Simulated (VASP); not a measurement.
# Rh (Fm-3m) in VASP: notebook, part 2 of 2

VASP 6.6.1. The steps go on from the part before.

### 3 Single point, PBE

This run uses another cell than the first one, of 14.05 Å³/atom, 0.996 times its volume.

Input file INCAR:

```
PREC     = Accurate       # precision mode
ENCUT    = 520            # plane-wave cutoff, eV
EDIFF    = 1E-7           # SCF threshold, eV
ISMEAR   = 0              # smearing method
SIGMA    = 0.1            # smearing width, eV
LREAL    = F              # projectors in reciprocal space
LASPH    = T              # aspherical terms in the spheres
NELM     = 60             # most SCF steps
ALGO     = Normal         # electronic algorithm
ISIF     = 2              # what is computed and relaxed
LWAVE    = F              # write WAVECAR
LCHARG   = F              # write CHGCAR
GGA      = PE             # functional
NBANDS   = 14             # bands
```

Input file KPOINTS:

```
Automatic mesh
0
Gamma
  18 18 18
```

Input file POSCAR:

```
Rh
1.0
    0.0000000000      1.9149813748      1.9149813748
    1.9149813748      0.0000000000      1.9149813748
    1.9149813748      1.9149813748      0.0000000000
Rh
1
Direct
    0.0000000000      0.0000000000      0.0000000000
```

Potentials or basis: VASP PAW PBE potentials, release 64 (Rh_pv).

Started as:

```console
cat potpaw_PBE.64/Rh_pv/POTCAR > POTCAR
mpirun -np 1 vasp_std > vasp.out
```

OUTCAR:

```text
PREC = Accurate
   ENCUT = 520
   EDIFF = 1E-7
   ISMEAR = 0
   LREAL = F
   LASPH = T
   NELM = 60
   ISIF = 2
   GGA = PE

 ion  position               nearest neighbor table
   1  0.000  0.000  0.000-

  LATTYP: Found a face centered cubic cell.
 ALAT       =     3.8299627496

  Lattice vectors:

 A1 = (   0.0000000000,   1.9149813748,   1.9149813748)
 A2 = (   1.9149813748,   0.0000000000,   1.9149813748)
 A3 = (   1.9149813748,   1.9149813748,   0.0000000000)

Analysis of symmetry for initial positions (statically):
=====================================================================
 Subroutine PRICEL returns:
 Original cell was already a primitive cell.

 Routine SETGRP: Setting up the symmetry group for a
 face centered cubic supercell.

 Subroutine GETGRP returns: Found 48 space group operations
 (whereof 48 operations were pure point group operations)
 out of a pool of 48 trial point group operations.

The static configuration has the point symmetry O_h .

Analysis of symmetry for dynamics (positions and initial velocities):
=====================================================================
 Subroutine PRICEL returns:
 Original cell was already a primitive cell.

 Routine SETGRP: Setting up the symmetry group for a
 face centered cubic supercell.

 Subroutine GETGRP returns: Found 48 space group operations
 (whereof 48 operations were pure point group operations)
 out of a pool of 48 trial point group operations.

The dynamic configuration has the point symmetry O_h .

 Subroutine INISYM returns: Found 48 space group operations
 (whereof 48 operations are pure point group operations),
 and found     1 'primitive' translations

----------------------------------------------------------------------------------------

                                     Primitive cell

  volume of cell :      14.0451

  direct lattice vectors                    reciprocal lattice vectors
     0.000000000  1.914981375  1.914981375    -0.261099145  0.261099145  0.261099145
     1.914981375  0.000000000  1.914981375     0.261099145 -0.261099145  0.261099145
     1.914981375  1.914981375  0.000000000     0.261099145  0.261099145 -0.261099145

  length of vectors
     2.708192632  2.708192632  2.708192632     0.452236985  0.452236985  0.452236985

  position of ions in fractional coordinates (direct lattice)
     0.000000000  0.000000000  0.000000000

  ion indices of the primitive-cell ions
   primitive index   ion index
                 1           1

----------------------------------------------------------------------------------------

 KPOINTS: Automatic mesh

Automatic generation of k-mesh.
 Grid dimensions read from file:
 generate k-points for:   18   18   18

 Generating k-lattice:

  Cartesian coordinates                     Fractional coordinates (reciprocal lattice)
    -0.014505508  0.014505508  0.014505508     0.055555556  0.000000000  0.000000000
     0.014505508 -0.014505508  0.014505508     0.000000000  0.055555556  0.000000000
     0.014505508  0.014505508 -0.014505508     0.000000000  0.000000000  0.055555556

  Length of vectors
     0.025124277  0.025124277  0.025124277

  Shift w.r.t. Gamma in fractional coordinates (k-lattice)
     0.000000000  0.000000000  0.000000000

 Subroutine IBZKPT returns following result:
 ===========================================

 Found    195 irreducible k-points:

 Following reciprocal coordinates:
            Coordinates               Weight
  0.000000  0.000000  0.000000      1.000000
  0.055556  0.000000  0.000000      8.000000
  0.111111  0.000000  0.000000      8.000000
  0.166667  0.000000  0.000000      8.000000
  0.222222  0.000000  0.000000      8.000000
  0.277778  0.000000  0.000000      8.000000
[... 16 lines left out ...]
 -0.277778  0.055556  0.000000     24.000000
 -0.222222  0.055556  0.000000     24.000000
 [... further k-points ...]
   k-points           NKPTS =    195   k-points in BZ     NKDIM =    195   number of bands    NBANDS=     14
   number of dos      NEDOS =    301   number of ions     NIONS =      1
   total plane-waves  NPLWV =   8000
   dimension x,y,z NGX =    20 NGY =   20 NGZ =   20
   dimension x,y,z NGXF=    40 NGYF=   40 NGZF=   40
   ions per type =               1
   NGX,Y,Z   is equivalent  to a cutoff of  12.28, 12.28, 12.28 a.u.
   NGXF,Y,Z  is equivalent  to a cutoff of  24.55, 24.55, 24.55 a.u.
 SYSTEM =  unknown system
   PREC   = accura    normal or accurate (medium, high low for compatibility)
   ISTART =      0    job   : 0-new  1-cont  2-samecut
   ICHARG =      2    charge: 1-file 2-atom 10-const
   ISPIN  =      1    spin polarized calculation?
   LNONCOLLINEAR =      F non collinear calculations
   LSORBIT =      F    spin-orbit coupling
   LASPH  =      T    aspherical Exc in radial PAW
   ENCUT  =  520.0 eV  38.22 Ry    6.18 a.u.   5.04  5.04  5.04*2*pi/ulx,y,z
   NELM   =     60;   NELMIN=  2; NELMDL= -5     # of ELM steps
   EDIFF  = 0.1E-06   stopping-criterion for ELM
   LREAL  =      F    real-space projection
   EDIFFG = 0.1E-05   stopping-criterion for IOM
   NSW    =      0    number of steps for IOM
   IBRION =     -1    ionic relax: 0-MD 1-quasi-New 2-CG
   NFREE  =      0    steps in history (QN), initial steepest desc. (CG)
   ISIF   =      2    stress and relaxation
   ISYM   =      2    0-nonsym 1-usesym 2-fastsym
   POTIM  = 0.5000    time-step for ionic-motion
   TEBEG  =    0.0;   TEEND  =   0.0 temperature during run
   PSTRESS=    0.0 pullay stress
   NELECT =      15.0000    total number of electrons
   NUPDOWN=      -1.0000    fix difference up-down
   EMIN   =  10.00;   EMAX   =-10.00  energy-range for DOS
   EFERMI =   0.00;   METHOD = LEGACY
   ISMEAR =     0;   SIGMA  =   0.10  broadening in eV -4-tet -1-fermi 0-gaus
   EFERMI_NEDOS =   21; number of points for ismear=-14 and -15
   IALGO  =     38    algorithm
   IMIX   =      4    mixing-type and parameters
     AMIX     =   0.40;   BMIX     =  1.00
     AMIX_MAG =   1.60;   BMIX_MAG =  1.00
  volume/ion in A,a.u.               =      14.05        94.78
  Fermi-wavevector in a.u.,A,eV,Ry     =   1.673391  3.162250 38.099532  2.800237
  Thomas-Fermi vector in A             =   2.758370
   LORBIT       =      0    0 simple, 1 ext, 2 COOP (PROOUT), +10 PAW based schemes
   GGA     = PE    functional components
   LHFCALC =     F    Hartree Fock is set to
   AEXX    =    0.0000 exact exchange contribution
   IVDW    =     0    specifies the selected vdW correction
   LEPSILON=     F    determine dielectric tensor
   LRPA    =     F    only Hartree local field effects (RPA)
 non-spin polarized calculation
 Gauss-broadening in eV      SIGMA  =   0.10
  energy-cutoff  :      520.00
  volume of cell :       14.05
 maximum number of plane-waves:       388
   NGX =  9   NGY =  9   NGZ =  9

 number of electron      15.0000003 magnetization

 Free energy of the ion-electron system (eV)
  ---------------------------------------------------
  ext. energy  EPLUGINS =         0.00000000
  ---------------------------------------------------
  free energy    TOTEN  =        -7.26168650 eV

  energy without entropy =       -7.25452230  energy(sigma->0) =       -7.25810440

 E-fermi :  11.5184     XC(G=0): -13.8953

 val. band max:       11.5181766166   @ k =   0.5000   0.3889   0.0556
 cond. band min:      11.5262894210   @ k =  -0.4444   0.3333   0.1667
 fundamental gap:      0.0081128045
 Fermi energy:        11.5183549535

 k-point     1 :       0.0000    0.0000    0.0000
  band No.  band energies     occupation
      1     -34.8325      2.00000
      2     -34.8325      2.00000
      3     -34.8325      2.00000
      4       3.7142      2.00000
      5       8.5357      2.00000
      6       8.5357      2.00000
      7       8.5357      2.00000
      8      10.5511      2.00000
      9      10.5511      2.00000
     10      27.5259      0.00000
     11      32.0990      0.00000
     12      32.8656      0.00000
     13      32.8656      0.00000
     14      32.8656      0.00000
[... 375 lines left out ...]
 k-point    24 :      -0.2222    0.0556    0.0000
  band No.  band energies     occupation
      1     -35.1603      2.00000
      2     -34.8996      2.00000
      3     -34.8701      2.00000
      4       5.5234      2.00000
      5       8.2024      2.00000
      6       8.9152      2.00000
      7       8.9662      2.00000
      8      10.3693      2.00000
      9      11.0264      2.00000
     10      26.8247      0.00000
     11      29.1360      0.00000
     12      32.0983      0.00000
     13      34.1710      0.00000
     14      36.0362      0.00000

 [... further k-points ...]

------------------------ aborting loop because EDIFF is reached ----------------------------------------

  FORCE on cell =-STRESS in cart. coord.  units (eV):
  Direction    XX          YY          ZZ          XY          YZ          ZX
  --------------------------------------------------------------------------------------
  -------------------------------------------------------------------------------------
  Total        0.0030896      0.0030896      0.0030896      0.0000000      0.0000000      0.0000000
  in kB        0.3524463      0.3524463      0.3524463      0.0000000      0.0000000      0.0000000
  external PRESSURE =       0.3524463 kB  Pullay stress =       0.0000000 kB

 VOLUME and BASIS-vectors are now :
 -----------------------------------------------------------------------------
  energy-cutoff  :      520.00
  volume of cell :       14.05
      direct lattice vectors                 reciprocal lattice vectors
     0.000000000  1.914981375  1.914981375    -0.261099145  0.261099145  0.261099145
     1.914981375  0.000000000  1.914981375     0.261099145 -0.261099145  0.261099145
     1.914981375  1.914981375  0.000000000     0.261099145  0.261099145 -0.261099145

 POSITION                                       TOTAL-FORCE (eV/Angst)
 -----------------------------------------------------------------------------------
      0.00000      0.00000      0.00000         0.000000      0.000000      0.000000
 -----------------------------------------------------------------------------------
    total drift:                                0.000000      0.000000      0.000000

  FREE ENERGIE OF THE ION-ELECTRON SYSTEM (eV)
  ---------------------------------------------------
  free  energy   TOTEN  =        -7.2616864989 eV

  energy  without entropy=       -7.2545223021  energy(sigma->0) =       -7.25810440
```

It took 17 s on 1 thread of Intel Xeon 6975P-C, shared host; peak memory 0.15 GiB.

What came out:

```yaml
Free_energy: -7.2617 eV
Pressure: 0.0 GPa
```

### 4 Relaxation of cell and atoms, PBE

Input file INCAR:

```
  ALGO = Normal
  EDIFF = 1E-7
  EDIFFG = -0.005
  ENCUT = 600
  GGA = PE
  IBRION = 2
  ISIF = 3
  ISMEAR = 0
  LASPH = T
  LCHARG = F
  LREAL = F
  LWAVE = F
  NELM = 80
  NSW = 100
  PREC = Accurate
  SIGMA = 0.1
```

Input file KPOINTS:

```
k-points
0
Gamma
  18 18 18
```

Input file POSCAR:

```
Rh
1.0
    0.0000000000      1.9173976653      1.9173976653
    1.9173976653      0.0000000000      1.9173976653
    1.9173976653      1.9173976653      0.0000000000
Rh
1
Direct
    0.0000000000      0.0000000000      0.0000000000
```

Potentials or basis: VASP PAW PBE potentials, release 64 (Rh_pv).

Started as:

```console
cat potpaw_PBE.64/Rh_pv/POTCAR > POTCAR
mpirun -np 1 vasp_std > vasp.out
```

OUTCAR:

```text
EDIFF = 1E-7
   EDIFFG = -0.005
   ENCUT = 600
   GGA = PE
   IBRION = 2
   ISIF = 3
   ISMEAR = 0
   LASPH = T
   LREAL = F
   NELM = 80
   NSW = 100
   PREC = Accurate

 ion  position               nearest neighbor table
   1  0.000  0.000  0.000-

  LATTYP: Found a face centered cubic cell.
 ALAT       =     3.8347953306

  Lattice vectors:

 A1 = (   0.0000000000,   1.9173976653,   1.9173976653)
 A2 = (   1.9173976653,   0.0000000000,   1.9173976653)
 A3 = (   1.9173976653,   1.9173976653,   0.0000000000)

Analysis of symmetry for initial positions (statically):
=====================================================================
 Subroutine PRICEL returns:
 Original cell was already a primitive cell.

 Routine SETGRP: Setting up the symmetry group for a
 face centered cubic supercell.
[... 257 lines left out ...]
      2     -34.8260      2.00000
      3     -34.8260      2.00000
      4       3.7189      2.00000
      5       8.5410      2.00000
      6       8.5410      2.00000
      7       8.5410      2.00000
      8      10.5578      2.00000
      9      10.5578      2.00000
     10      27.5335      0.00000
     11      32.1062      0.00000
[... 309 lines left out ...]
 k-point    24 :      -0.2222    0.0556    0.0000
  band No.  band energies     occupation
      1     -35.1542      2.00000
      2     -34.8933      2.00000
      3     -34.8638      2.00000
      4       5.5284      2.00000
      5       8.2077      2.00000
      6       8.9208      2.00000
      7       8.9718      2.00000
      8      10.3758      2.00000
      9      11.0334      2.00000
     10      26.8356      0.00000
     11      29.1453      0.00000

 [... further k-points ...]

------------------------ aborting loop because EDIFF is reached ----------------------------------------

  FORCE on cell =-STRESS in cart. coord.  units (eV):
  Direction    XX          YY          ZZ          XY          YZ          ZX
  --------------------------------------------------------------------------------------
  -------------------------------------------------------------------------------------
  Total        0.0007462      0.0007462      0.0007462      0.0000000      0.0000000     -0.0000000
  in kB        0.0851580      0.0851580      0.0851580      0.0000000      0.0000000     -0.0000000
  external PRESSURE =       0.0851580 kB  Pullay stress =       0.0000000 kB
[... 16 lines left out ...]
  FREE ENERGIE OF THE ION-ELECTRON SYSTEM (eV)
  ---------------------------------------------------
  free  energy   TOTEN  =        -7.2619717662 eV

  energy  without entropy=       -7.2548127796  energy(sigma->0) =       -7.25839227

 reached required accuracy - stopping structural energy minimisation
```

OSZICAR:

```text
N       E                     dE             d eps       ncg     rms          rms(c)
DAV:   1     0.125198431151E+03    0.12520E+03   -0.10190E+04  4293   0.161E+03
DAV:   2    -0.612143953955E+01   -0.13132E+03   -0.12577E+03  4383   0.408E+02
[... 22 lines left out ...]
DAV:   1    -0.728942247763E+01   -0.28459E-01   -0.40321E-01  4479   0.106E+01    0.114E+00
DAV:   2    -0.726206762073E+01    0.27355E-01   -0.68019E-02  4422   0.394E+00    0.215E-01
DAV:   3    -0.726192248774E+01    0.14513E-03   -0.69825E-04  4626   0.353E-01    0.124E-01
DAV:   4    -0.726196984348E+01   -0.47356E-04   -0.20267E-04  4590   0.203E-01    0.861E-03
DAV:   5    -0.726197071217E+01   -0.86869E-06   -0.45184E-06  4848   0.324E-02    0.542E-03
DAV:   6    -0.726197186559E+01   -0.11534E-05   -0.25751E-07  4210   0.761E-03    0.554E-04
DAV:   7    -0.726197176623E+01    0.99358E-07   -0.59926E-09  2349   0.121E-03
   3 F= -.72619718E+01 E0= -.72583923E+01  d E =-.199889E-03
```

CONTCAR:

```text
Rh
   1.00000000000000
     0.0000000000000000    1.9147087607060864    1.9147087607060864
     1.9147087607060864   -0.0000000000000000    1.9147087607060864
     1.9147087607060864    1.9147087607060864   -0.0000000000000000
  Rh
     1
Direct
     0.0000000000000000    0.0000000000000000    0.0000000000000000

  0.00000000E+00  0.00000000E+00  0.00000000E+00
```

It took 30 s on 1 thread of Intel Xeon 6975P-C, shared host; peak memory 0.17 GiB.

Results:

| Item | Value |
| --- | --- |
| Free energy | -7.2620 eV |
| Relaxed volume | 14.04 Å³/atom |
| Relaxed cell | a = 2.708 Å, b = 2.708 Å, c = 2.708 Å, α = 60.00°, β = 60.00°, γ = 60.00° |
| Space group after relaxing (to 0.05 Å) | Fm-3m (No. 225) |
| Energy gained by relaxing | 0.2 meV/atom |
| Ionic steps | 3 |
| Pressure after relaxing | 0.0 GPa |

The path:
| step | energy change (eV) | largest force (eV/Å) | pressure (GPa) | volume (Å³) |
| --- | --- | --- | --- | --- |
| 1 | 0.0000 | 0.0000 | -1.07 | 14.10 |
| 2 | 0.0008 | 0.0000 | 2.50 | 13.91 |
| 3 | -0.0002 | 0.0000 | 0.01 | 14.04 |

Final structure:
```
CELL_PARAMETERS angstrom
0.00000 1.91471 1.91471
1.91471 0.00000 1.91471
1.91471 1.91471 0.00000
ATOMIC_POSITIONS crystal
Rh 0.00000 0.00000 0.00000
```

### 5 Summary

| task | cell | k mesh | cutoff (eV) | gap on the mesh (eV) | pressure (GPa) |
| --- | --- | --- | --- | --- | --- |
| single point | a = 2.712 Å, angles 60.0°, 1 atom | 8 × 8 × 8 | 520 | none | -0.1 |
| single point | a = 2.708 Å, angles 60.0°, 1 atom | 18 × 18 × 18 | 520 | none | 0.0 |
| relaxation of cell and atoms | relaxed from a = 2.712 Å, angles 60.0°, 1 atom | 18 × 18 × 18 | 600 | none | 0.0 |

Alike in all rows: level PBE; potentials or basis VASP PAW PBE potentials, release 64 (Rh_pv); no spin polarisation; smearing gaussian 0.1 eV.

Absolute energies hang on the potentials; compare differences alone.
